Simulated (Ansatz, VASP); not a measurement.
## Two plane-wave programs on HfN

The input INCAR:

```
SYSTEM = HfN
ALGO = Normal ; EDIFF = 1E-6
ENCUT = 520 ; GGA = PS
ISIF = 2 ; ISMEAR = 0
LASPH = .TRUE. ; LCHARG = .FALSE.
LREAL = .FALSE. ; LWAVE = .FALSE.
NBANDS = 23 ; NELM = 100
PREC = Accurate ; SIGMA = 0.15
```

File KPOINTS:

```
k-points
0
G
  18 18 10
  0 0 0
```

POSCAR

```
HfN
1.0
    3.0338760871      0.0000000000      0.0000000000
   -1.5169380436      2.6274137633      0.0000000000
    0.0000000000      0.0000000000      5.3909359316
Hf N
2 2
Direct
    0.6666666667      0.3333333333      0.7500000000
    0.3333333333      0.6666666667      0.2500000000
    0.0000000000      0.0000000000      0.0000000000
    0.0000000000      0.0000000000      0.5000000000
```

Input for Ansatz:

```yaml
crystal:
  lattice:
    - [3.0338760871, 0.0, 0.0]
    - [-1.5169380436, 2.6274137633, 0.0]
    - [0.0, 0.0, 5.3909359316]
  atoms:
    - { symbol: Hf, position: [0.6666666667, 0.3333333333, 0.75] }
    - { symbol: Hf, position: [0.3333333333, 0.6666666667, 0.25] }
    - { symbol: "N", position: [0.0, 0.0, 0.0] }
    - { symbol: "N", position: [0.0, 0.0, 0.5] }
basis:
  ecutwfc: 420
kpoints:
  mp_grid: { grid: [18, 18, 10] }
hamiltonian:
  xc: pbesol
scf:
  occupations: { method: gaussian, width: 0.15 }
output:
  forces: true
  stress: true
  eigenvalues: true
```

Change from the starting cell: strain -0.030 along x and y, +0.000 along z, atoms carried along.

Alike in both runs: task single point; functional PBEsol; k mesh 18 × 18 × 10; occupations gaussian, width 0.15 eV; no spin polarisation.

|  | VASP | Ansatz |
| --- | --- | --- |
| version | VASP 6.6.1 | Ansatz 0.2.0 |
| potentials or method | VASP PAW PBE potentials, release 64 (Hf_pv, N), cutoff 520 eV | scalar-relativistic, plane waves, PAW |
| valence electrons in the cell | 30 | 62 |

|  | VASP | Ansatz | Ansatz less VASP |
| --- | --- | --- | --- |
| gap on the k mesh at the Fermi level (eV) | none | none | - |
| pressure (GPa) | 17.1 | 19.2 | +2.10 |
| traceless stress, the component that is largest in VASP (GPa) | -9.00 | -9.01 | -0.017 |

VASP's potentials were made for PBE, not for PBEsol. A gap of «none» marks a metal or a gap that the smearing closes. VASP's potentials hold 30 valence electrons a cell and Ansatz's 62, so a difference there can come from the potentials and not from the codes.

Neither program's run includes spin-orbit coupling.
